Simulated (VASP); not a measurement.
# P (Pm-3m) in VASP: notebook, part 2 of 2

VASP 6.6.1. The steps go on from the part before.

## 5. Single point, RPBE (volume scaled by 1.12)

File INCAR:

```
SYSTEM = P
PREC     = Accurate       ! precision mode
ENCUT    = 520            ! plane-wave cutoff, eV
EDIFF    = 1E-7           ! SCF threshold, eV
ISMEAR   = -1             ! smearing method
SIGMA    = 0.1            ! smearing width, eV
LREAL    = .False.        ! projectors in reciprocal space
LASPH    = .True.         ! aspherical terms in the spheres
NELM     = 100            ! most SCF steps
ALGO     = Normal         ! electronic algorithm
ISIF     = 2              ! what is computed and relaxed
LWAVE    = .False.        ! write WAVECAR
LCHARG   = .True.         ! write CHGCAR
GGA      = RP             ! functional
LELF     = .True.         ! ELF
LVHAR    = .True.       
NBANDS   = 8              ! bands
```

File KPOINTS:

```
regular mesh
0
Gamma
  14 14 14
  0 0 0
```

File POSCAR:

```
P
1.0
    2.5508327357      0.0000000000      0.0000000000
    0.0000000000      2.5508327357      0.0000000000
    0.0000000000      0.0000000000      2.5508327357
P
1
Direct
    0.0000000000      0.0000000000      0.0000000000
```

Potentials or basis: VASP PAW PBE potentials, release 64 (P).

Run with:

```console
$ cat potpaw_PBE.64/P/POTCAR > POTCAR
$ mpirun -np 1 vasp_std > vasp.out
```

OUTCAR:

```text
SYSTEM = P
   PREC = Accurate
   ENCUT = 520
   EDIFF = 1E-7
   ISMEAR = -1
   LREAL = .False.
   LASPH = .True.
   NELM = 100
   ISIF = 2
   GGA = RP

 ion  position               nearest neighbor table
   1  0.000  0.000  0.000-

  LATTYP: Found a simple cubic cell.
 ALAT       =     2.5508327357

  Lattice vectors:

 A1 = (   2.5508327357,   0.0000000000,   0.0000000000)
 A2 = (   0.0000000000,   2.5508327357,   0.0000000000)
 A3 = (   0.0000000000,   0.0000000000,   2.5508327357)

Analysis of symmetry for initial positions (statically):
=====================================================================
 Subroutine PRICEL returns:
 Original cell was already a primitive cell.

 Routine SETGRP: Setting up the symmetry group for a
 simple cubic supercell.

 Subroutine GETGRP returns: Found 48 space group operations
 (whereof 48 operations were pure point group operations)
 out of a pool of 48 trial point group operations.

The static configuration has the point symmetry O_h .

Analysis of symmetry for dynamics (positions and initial velocities):
=====================================================================
 Subroutine PRICEL returns:
 Original cell was already a primitive cell.

 Routine SETGRP: Setting up the symmetry group for a
 simple cubic supercell.

 Subroutine GETGRP returns: Found 48 space group operations
 (whereof 48 operations were pure point group operations)
 out of a pool of 48 trial point group operations.

The dynamic configuration has the point symmetry O_h .

 Subroutine INISYM returns: Found 48 space group operations
 (whereof 48 operations are pure point group operations),
 and found     1 'primitive' translations

----------------------------------------------------------------------------------------

                                     Primitive cell

  volume of cell :      16.5976

  direct lattice vectors                    reciprocal lattice vectors
     2.550832736  0.000000000  0.000000000     0.392028841  0.000000000  0.000000000
     0.000000000  2.550832736  0.000000000     0.000000000  0.392028841  0.000000000
     0.000000000  0.000000000  2.550832736     0.000000000  0.000000000  0.392028841

  length of vectors
     2.550832736  2.550832736  2.550832736     0.392028841  0.392028841  0.392028841

  position of ions in fractional coordinates (direct lattice)
     0.000000000  0.000000000  0.000000000

  ion indices of the primitive-cell ions
   primitive index   ion index
                 1           1

----------------------------------------------------------------------------------------

 KPOINTS: regular mesh

Automatic generation of k-mesh.
 Grid dimensions read from file:
 generate k-points for:   14   14   14

 Generating k-lattice:

  Cartesian coordinates                     Fractional coordinates (reciprocal lattice)
     0.028002060  0.000000000  0.000000000     0.071428571  0.000000000  0.000000000
     0.000000000  0.028002060  0.000000000     0.000000000  0.071428571  0.000000000
     0.000000000  0.000000000  0.028002060     0.000000000  0.000000000  0.071428571

  Length of vectors
     0.028002060  0.028002060  0.028002060

  Shift w.r.t. Gamma in fractional coordinates (k-lattice)
     0.000000000  0.000000000  0.000000000

 Subroutine IBZKPT returns following result:
 ===========================================

 Found    120 irreducible k-points:

 Following reciprocal coordinates:
            Coordinates               Weight
  0.000000  0.000000  0.000000      1.000000
  0.071429  0.000000  0.000000      6.000000
  0.142857  0.000000  0.000000      6.000000
  0.214286  0.000000  0.000000      6.000000
  0.285714  0.000000  0.000000      6.000000
  0.357143  0.000000  0.000000      6.000000
[... 16 lines left out ...]
  0.285714  0.214286  0.000000     24.000000
  0.357143  0.214286  0.000000     24.000000
 [... further k-points ...]
   k-points           NKPTS =    120   k-points in BZ     NKDIM =    120   number of bands    NBANDS=      8
   number of dos      NEDOS =    301   number of ions     NIONS =      1
   total plane-waves  NPLWV =   8000
   dimension x,y,z NGX =    20 NGY =   20 NGZ =   20
   dimension x,y,z NGXF=    40 NGYF=   40 NGZF=   40
   ions per type =               1
   NGX,Y,Z   is equivalent  to a cutoff of  13.03, 13.03, 13.03 a.u.
   NGXF,Y,Z  is equivalent  to a cutoff of  26.07, 26.07, 26.07 a.u.
 SYSTEM =  P
   PREC   = accura    normal or accurate (medium, high low for compatibility)
   ISTART =      0    job   : 0-new  1-cont  2-samecut
   ICHARG =      2    charge: 1-file 2-atom 10-const
   ISPIN  =      1    spin polarized calculation?
   LNONCOLLINEAR =      F non collinear calculations
   LSORBIT =      F    spin-orbit coupling
   LASPH  =      T    aspherical Exc in radial PAW
   ENCUT  =  520.0 eV  38.22 Ry    6.18 a.u.   4.74  4.74  4.74*2*pi/ulx,y,z
   NELM   =    100;   NELMIN=  2; NELMDL= -5     # of ELM steps
   EDIFF  = 0.1E-06   stopping-criterion for ELM
   LREAL  =      F    real-space projection
   EDIFFG = 0.1E-05   stopping-criterion for IOM
   NSW    =      0    number of steps for IOM
   IBRION =     -1    ionic relax: 0-MD 1-quasi-New 2-CG
   NFREE  =      0    steps in history (QN), initial steepest desc. (CG)
   ISIF   =      2    stress and relaxation
   ISYM   =      2    0-nonsym 1-usesym 2-fastsym
   POTIM  = 0.5000    time-step for ionic-motion
   TEBEG  =    0.0;   TEEND  =   0.0 temperature during run
   PSTRESS=    0.0 pullay stress
   NELECT =       5.0000    total number of electrons
   NUPDOWN=      -1.0000    fix difference up-down
   EMIN   =  10.00;   EMAX   =-10.00  energy-range for DOS
   EFERMI =   0.00;   METHOD = LEGACY
   ISMEAR =    -1;   SIGMA  =   0.10  broadening in eV -4-tet -1-fermi 0-gaus
   EFERMI_NEDOS =   21; number of points for ismear=-14 and -15
   IALGO  =     38    algorithm
   IMIX   =      4    mixing-type and parameters
     AMIX     =   0.40;   BMIX     =  1.00
     AMIX_MAG =   1.60;   BMIX_MAG =  1.00
  volume/ion in A,a.u.               =      16.60       112.01
  Fermi-wavevector in a.u.,A,eV,Ry     =   1.097445  2.073871 16.386666  1.204386
  Thomas-Fermi vector in A             =   2.233805
   LORBIT       =      0    0 simple, 1 ext, 2 COOP (PROOUT), +10 PAW based schemes
   GGA     = RP    functional components
   LHFCALC =     F    Hartree Fock is set to
   AEXX    =    0.0000 exact exchange contribution
   IVDW    =     0    specifies the selected vdW correction
   LEPSILON=     F    determine dielectric tensor
   LRPA    =     F    only Hartree local field effects (RPA)
 non-spin polarized calculation
  energy-cutoff  :      520.00
  volume of cell :       16.60
 maximum number of plane-waves:       466
 NGX is ok and might be reduce to    20
   NGX =  9   NGY =  9   NGZ =  9

 number of electron       4.9999999 magnetization

 Free energy of the ion-electron system (eV)
  ---------------------------------------------------
  ext. energy  EPLUGINS =         0.00000000
  ---------------------------------------------------
  free energy    TOTEN  =        -4.84662943 eV

  energy without entropy =       -4.83455429  energy(sigma->0) =       -4.84059186

 E-fermi :   7.8900     XC(G=0): -10.6578

 val. band max:        7.8815187604   @ k =   0.2857   0.2143   0.2143
 cond. band min:       7.9008791961   @ k =   0.2857   0.2143   0.0714
 fundamental gap:      0.0193604358
 Fermi energy:         7.8899974887

 k-point     1 :       0.0000    0.0000    0.0000
  band No.  band energies     occupation
      1      -7.2920      2.00000
      2      12.3059      0.00000
      3      12.3059      0.00000
      4      12.3059      0.00000
      5      14.8488      0.00000
      6      14.8488      0.00000
      7      20.8799      0.00000
      8      30.6184      0.00000
[... 243 lines left out ...]
 k-point    24 :       0.3571    0.2143    0.0000
  band No.  band energies     occupation
      1      -3.9278      2.00000
      2       3.2192      2.00000
      3       8.4262      0.00934
      4      14.6636      0.00000
      5      16.7526      0.00000
      6      19.8910      0.00000
      7      23.7817      0.00000
      8      26.0323      0.00000

 [... further k-points ...]

------------------------ aborting loop because EDIFF is reached ----------------------------------------

  FORCE on cell =-STRESS in cart. coord.  units (eV):
  Direction    XX          YY          ZZ          XY          YZ          ZX
  --------------------------------------------------------------------------------------
  -------------------------------------------------------------------------------------
  Total       -0.9690176     -0.9690176     -0.9690176     -0.0000000     -0.0000000     -0.0000000
  in kB      -93.5397719    -93.5397719    -93.5397719     -0.0000000     -0.0000000     -0.0000000
  external PRESSURE =     -93.5397719 kB  Pullay stress =       0.0000000 kB

 VOLUME and BASIS-vectors are now :
 -----------------------------------------------------------------------------
  energy-cutoff  :      520.00
  volume of cell :       16.60
      direct lattice vectors                 reciprocal lattice vectors
     2.550832736  0.000000000  0.000000000     0.392028841  0.000000000  0.000000000
     0.000000000  2.550832736  0.000000000     0.000000000  0.392028841  0.000000000
     0.000000000  0.000000000  2.550832736     0.000000000  0.000000000  0.392028841

 POSITION                                       TOTAL-FORCE (eV/Angst)
 -----------------------------------------------------------------------------------
      0.00000      0.00000      0.00000         0.000000      0.000000      0.000000
 -----------------------------------------------------------------------------------
    total drift:                                0.000000     -0.000000      0.000000

  FREE ENERGIE OF THE ION-ELECTRON SYSTEM (eV)
  ---------------------------------------------------
  free  energy   TOTEN  =        -4.8466294315 eV

  energy  without entropy=       -4.8345542872  energy(sigma->0) =       -4.84059186
```

Wall time 9.6 s (1 thread of Intel Xeon Platinum 8259CL at 2.50GHz (Skylake/Cascade Lake), shared host); peak memory 0.12 GiB.

What came out:

* Free energy: -4.8466 eV
* Pressure: -9.4 GPa

Caveat: the PAW data sets were made with another functional, which shifts forces and pressure a little.

## 6. Overview

```tsv
cell	gap on the mesh (eV)	pressure (GPa)
a = 2.456 Å, 1 atom	none	0.3
a = 2.489 Å, 1 atom	none	-3.4
a = 2.520 Å, 1 atom	none	-6.7
a = 2.551 Å, 1 atom	none	-9.4
```

Alike in all rows: task single point; level RPBE; potentials or basis VASP PAW PBE potentials, release 64 (P); no spin polarisation; k mesh 14 × 14 × 14; cutoff (eV) 520; smearing fermi-dirac 0.1 eV.

Caveats: the PAW data sets were made with another functional, which shifts forces and pressure a little.

Total energies depend on the potentials used, so only differences within one code and one set of settings carry meaning.
